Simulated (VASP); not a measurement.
Crystal: CdS.

```
Cd S
1.0
     0.00000    2.89513    2.89513
     2.89513    0.00000    2.89513
     2.89513    2.89513    0.00000
Cd S
1 1
Direct
  0.00000 0.00000 0.00000
  0.25000 0.25000 0.25000
```

This cell differs from its parent crystal: strain -1.5%.

Program: VASP 6.6.1. Alike in all runs: task single point; potentials or basis VASP PAW PBE potentials, release 64 (Cd, S); no spin polarisation; cell as given; cutoff (eV) 520. Hardware: 1 thread of Intel Xeon 6975P-C, on a shared host.

Q: Order these runs on this cell by their wall time, lowest first.
A. level r2SCAN; k mesh 8 × 8 × 8; smearing gaussian 0.01 eV
B. level PBE; k mesh 8 × 8 × 8; smearing fermi-dirac 0.02 eV
C. level PBE; k mesh 4 × 4 × 4; smearing gaussian 0.01 eV

A: C (12 s), B (40 s), A (170 s).

Caveats: some runs use coarse meshes.
